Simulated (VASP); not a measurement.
Wanted: the native input for a VASP 6.6.1 run.

| Property | Result |
| --- | --- |
| Task | single point |
| Functional | PBE |
| Dispersion | D3(BJ) |
| Potentials or basis | VASP PAW PBE potentials, release 64 (W_sv, S) |
| Cutoff | 520 eV |
| k mesh | 12 × 12 × 4 |
| Occupations | gaussian, width 0.05 eV |
| Spin | no spin polarisation |
| Dipole correction | no |
| Further INCAR settings | ALGO = Normal; EDIFF = 1e-06; NBANDS = 35 |

The structure of WS2 lies in POSCAR:

```
WS2
1.0
    3.0280379359      0.0000000000      0.0000000000
   -1.5140189679      2.6223577761      0.0000000000
    0.0000000000      0.0000000000     11.6543127690
W S
2 4
Direct
    0.3333333333      0.6666666667      0.2500000000
    0.6666666667      0.3333333333      0.7500000000
    0.3333333333      0.6666666667      0.6202874207
    0.6666666667      0.3333333333      0.1202874207
    0.3333333333      0.6666666667      0.8797125793
    0.6666666667      0.3333333333      0.3797125793
```

This cell differs from its parent crystal: strain -0.040 along x and y, -0.040 along z.

These files were run (other wordings do the same):

INCAR

```
  ALGO = Normal
  EDIFF = 1E-6
  ENCUT = 520
  GGA = PE
  ISIF = 2
  ISMEAR = 0
  IVDW = 12
  LASPH = True
  LCHARG = False
  LREAL = False
  LWAVE = False
  NBANDS = 35
  NELM = 60
  PREC = Accurate
  SIGMA = 0.05
```

KPOINTS

```
k-points
0
Gamma
  12 12 4
```

Potentials or basis: VASP PAW PBE potentials, release 64 (W_sv, S).

Run with:

```bash
$ cat potpaw_PBE.64/W_sv/POTCAR potpaw_PBE.64/S/POTCAR > POTCAR
$ mpirun -np 1 vasp_std > vasp.out
```

It gave:

* Pressure: 27.0 GPa
* Largest force: 2.540 eV/Å
* Band gap on the k mesh: 0.72 eV (least direct gap 2.12 eV)
* Dispersion energy per atom: -0.495 eV

Caveat: the cell differs from its parent crystal (strain -0.040 along x and y, -0.040 along z); the cell stands under pressure; spin-orbit coupling is left out, which moves the levels of the heavy elements; forces of over 1 eV/Å act on the atoms, so gaps and moduli don't describe the material at rest.

Wall time 110 s on 1 thread of AMD EPYC 9R45 (Zen 5), on a shared host, peak memory 0.28 GiB.
